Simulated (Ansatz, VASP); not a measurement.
# TiC in VASP and in Ansatz

```xyz
2
Lattice="0.0000 2.1640 2.1640 2.1640 0.0000 2.1640 2.1640 2.1640 0.0000" Properties=species:S:1:pos:R:3 pbc="T T T"
Ti    0.0000    0.0000    0.0000
C     2.1640    2.1640    2.1640
```

Alike in both runs: task single point; functional PBE; k mesh 16 × 16 × 16; occupations fermi-dirac, width 0.03 eV; non-collinear spin, spin-orbit coupling.

|  | VASP | Ansatz |
| --- | --- | --- |
| version | VASP 6.6.1 | Ansatz 0.2.0 |
| potentials or method | VASP PAW PBE potentials, release 64 (Ti_sv, C), cutoff 520 eV | all-electron LAPW |

VASP gave:

- pressure (GPa): 1.1

Task: What did Ansatz give for the same quantities?

Result: Pressure (GPa): 0.8.

Ansatz ran all-electron here, and VASP with PAW potentials.
